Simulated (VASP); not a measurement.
## MgZn2TeS2: relaxation of cell and atoms with PBE

The system is MgZn2TeS2.

```
Mg Zn Te S
1.0
     4.77491    0.00000    0.00000
     0.00000    5.47188    0.00000
     0.00000    0.00000    5.54091
Mg Zn Te S
1 2 1 2
Direct
  0.50000 0.50000 0.50000
  0.00000 0.73231 0.00000
  0.00000 0.26769 0.00000
  0.50000 0.00000 0.50000
  0.00000 0.50000 0.50000
  0.50000 0.00000 0.00000
```

The cell was generated, and may not be a known phase.

* Program: VASP 6.6.1
* Task: relaxation of cell and atoms
* Functional: PBE
* Potentials or basis: VASP PAW PBE potentials, release 64 (Mg, Zn, Te, S)
* Cutoff: 600 eV
* k mesh: 4 × 4 × 4
* Occupations: gaussian, width 0.1 eV
* Spin: no spin polarisation
* Dipole correction: no
* Further INCAR settings: ALGO = Normal; EDIFF = 1e-06; IBRION = 2; EDIFFG = -0.04; NSW = 90; ISIF = 3

```json
{
 "Relaxed volume": "24.05 Å³/atom",
 "Relaxed cell": "a = 4.737 Å, b = 5.539 Å, c = 5.500 Å, α = 90.00°, β = 90.00°, γ = 90.00°",
 "Space group after relaxing (to 0.1 Å)": "Pmmm (No. 47)",
 "Energy gained by relaxing": "1.7 meV/atom",
 "Ionic steps": "4",
 "Pressure after relaxing": "0.0 GPa",
 "Largest force after relaxing": "0.026 eV/Å",
 "Band gap on the k mesh": "zero (bands 22 and 23 overlap by 0.94 eV)"
}
```

Forces on the atoms (eV/Å):
```
Mg   0.000  0.000  0.000
Zn   0.000 -0.026  0.000
Zn   0.000  0.026  0.000
Te   0.000  0.000  0.000
S    0.000  0.000  0.000
S    0.000  0.000  0.000
```

Stress tensor (GPa, compression positive):
```
-0.15  0.00  0.00
 0.00  0.06  0.00
 0.00  0.00  0.08
```

The path:
```tsv
step	energy change (eV)	largest force (eV/Å)	pressure (GPa)	volume (Å³)
1	0.0000	0.0611	-0.12	144.77
2	-0.0086	0.0081	-0.01	144.38
3	-0.0096	0.0161	0.05	144.19
4	-0.0105	0.0264	0.00	144.31
```

Final structure:
```yaml
crystal:
  lattice:
    - [4.73708, 0.00000, 0.00000]
    - [0.00000, 5.53859, 0.00000]
    - [0.00000, 0.00000, 5.50046]
  atoms:
    - { symbol: Mg, position: [0.50000, 0.50000, 0.50000] }
    - { symbol: Zn, position: [0.00000, 0.73299, 0.00000] }
    - { symbol: Zn, position: [0.00000, 0.26701, 0.00000] }
    - { symbol: Te, position: [0.50000, 0.00000, 0.50000] }
    - { symbol: S, position: [0.00000, 0.50000, 0.50000] }
    - { symbol: S, position: [0.50000, 0.00000, 0.00000] }
```

Levels at points of the mesh, in eV from the Fermi level:
```tsv
k point	band 18	band 19	band 20	band 21	band 22	band 23	band 24	band 25	band 26
(0.00, 0.00, 0.00)	-2.98	-2.90	-2.20	-0.41	0.17	0.32	1.95	2.99	3.16
(0.50, 0.00, 0.00)	-3.09	-2.62	-1.60	-1.43	-0.71	1.11	1.60	2.96	3.33
(0.00, 0.50, 0.00)	-3.16	-2.98	-2.48	-0.71	-0.67	-0.16	3.10	3.26	3.56
(0.50, 0.50, 0.00)	-3.03	-2.94	-2.57	-0.54	0.35	2.09	2.21	2.41	3.57
(0.00, 0.00, 0.50)	-3.37	-1.91	-0.81	-0.44	-0.42	-0.28	1.40	1.48	2.11
(0.50, 0.00, 0.50)	-2.68	-2.42	-1.94	-1.71	-0.76	0.03	0.82	0.99	3.57
(0.00, 0.50, 0.50)	-2.33	-2.25	-2.06	-1.76	-0.95	-0.53	0.92	2.32	3.56
(0.50, 0.50, 0.50)	-3.66	-1.76	-0.92	-0.51	0.17	0.28	1.86	2.22	3.58
```

Wall time 2.3 min on 1 thread of AMD EPYC 9R45 96-Core Processor (Zen 5), with other jobs on the host, peak memory 0.37 GiB.

Caveat: spin-orbit coupling is left out, which moves the levels of the heavy elements.
